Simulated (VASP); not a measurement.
AlNi, 2 atoms in the cell. It takes space group Pm-3m (No. 221, cubic). The conventional cell has a = 2.881 Å, b = 2.881 Å, c = 2.881 Å, α = 90.00°, β = 90.00°, γ = 90.00°. Within 3.3 Å of Ni (site symmetry m-3m) lie 8 Al at 2.50 Å and 6 Ni at 2.88 Å. Within 3.3 Å of Al (site symmetry m-3m) lie 8 Ni at 2.50 Å and 6 Al at 2.88 Å. 

| Item | Value |
| --- | --- |
| Program | VASP 6.6.1 |
| Task | single point |
| Functional | PBEsol |
| Potentials or basis | VASP PAW PBE potentials, release 64 (Ni_sv_GW, Al) |
| Cutoff | 690 eV |
| k mesh | 8 × 8 × 8 |
| Occupations | fermi-dirac, width 0.05 eV |
| Spin | collinear spin, ferromagnetic start |
| Starting moments | [1.5, 0.0] μB |
| Fixed moment | 1.5 μB |
| Dipole correction | no |
| Further INCAR settings | ALGO = Normal; EDIFF = 1e-06; NBANDS = 22 |

Potentials or basis: VASP PAW PBE potentials, release 64 (Ni_sv_GW, Al).

The run is started by

```sh
$ cat potpaw_PBE.64/Ni_sv_GW/POTCAR potpaw_PBE.64/Al/POTCAR > POTCAR
$ mpirun -np 1 vasp_std > vasp.out
```

Hardware: 1 thread of Intel(R) Xeon(R) Platinum 8375C CPU @ 2.90GHz (Ice Lake), on a shared host.

**Question.** Estimate the wall time of this run.

**Answer.** Wall time 96 s on 1 thread of Intel(R) Xeon(R) Platinum 8375C CPU @ 2.90GHz (Ice Lake), on a shared host, peak memory 0.21 GiB. Counts: scf iterations 14, k points 35.
